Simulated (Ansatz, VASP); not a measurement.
## Pd: VASP beside Ansatz

```
Pd
1.0
    -1.56859    1.56859    1.56859
     1.56859   -1.56859    1.56859
     1.56859    1.56859   -1.56859
Pd
1
Direct
  0.00000 0.00000 0.00000
```

Alike in both runs: functional PBE; k mesh 18 × 18 × 18; occupations gaussian, width 0.1 eV; no spin polarisation.

Ansatz relaxed the structure, and its values are those at the end. VASP's run is a single point on that final structure, the one shown.

|  | VASP | Ansatz |
| --- | --- | --- |
| version | VASP 6.6.1 | Ansatz 0.2.0 |
| potentials or method | VASP PAW PBE potentials, release 64 (Pd), cutoff 500 eV | scalar-relativistic, plane waves, PAW |
| valence electrons in the cell | 10 | 18 |

```tsv
	VASP	Ansatz	Ansatz less VASP
gap on the k mesh at the Fermi level (eV)	none	none	-
pressure (GPa)	-0.3	0.0	+0.26
```

A gap of «none» marks a metal or a gap that the smearing closes. VASP's potentials hold 10 valence electrons a cell and Ansatz's 18, so a difference there can come from the potentials and not from the codes.
